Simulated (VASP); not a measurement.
A run of VASP 6.6.1 is set up as follows.

Contents of POSCAR:

```
PbS
1.0
    0.0000000000      2.9708274123      2.9708274123
    2.9708274123      0.0000000000      2.9708274123
    2.9708274123      2.9708274123      0.0000000000
Pb S
1 1
Direct
    0.0000000000      0.0000000000      0.0000000000
    0.5000000000      0.5000000000      0.5000000000
```

The input INCAR.step1:

```
PREC = Accurate ; ENCUT = 520
ISMEAR = 0 ; SIGMA = 0.05
LREAL = False ; LASPH = True
NELM = 60 ; NBANDS = 17
GGA = PE ; ALGO = Normal
EDIFF = 1E-4 ; LWAVE = True
LCHARG = False
```

Contents of INCAR.step2:

```
PREC = Accurate ; ENCUT = 520
EDIFF = 1E-7 ; ISMEAR = 0
SIGMA = 0.05 ; LREAL = False
LASPH = True ; NELM = 60
ALGO = Normal ; ISIF = 2
LWAVE = False ; LCHARG = False
METAGGA = R2SCAN ; LMIXTAU = True
LUSE_VDW = True ; IVDW_NL = 2
BPARAM = 11.95 ; CPARAM = 0.0093
NBANDS = 17 ; ISTART = 1
```

KPOINTS

```
regular mesh
0
Gamma
  8 8 8
```

Potentials or basis: VASP PAW PBE potentials, release 64 (Pb_d, S).

The run is started by

```sh
$ cat potpaw_PBE.64/Pb_d/POTCAR potpaw_PBE.64/S/POTCAR > POTCAR
$ cp INCAR.step1 INCAR
$ mpirun -np 1 vasp_std > vasp.out
$ cp INCAR.step2 INCAR
$ mpirun -np 1 vasp_std > vasp.out
```

(1) Predict the pressure.

(2) Estimate the band gap on the k mesh.

Answers

(1) 0.1 GPa.

(2) 0.60 eV.

Caveat: the PAW data sets were made with another functional, which shifts forces and pressure a little; spin-orbit coupling is left out, which moves the levels of the heavy elements.
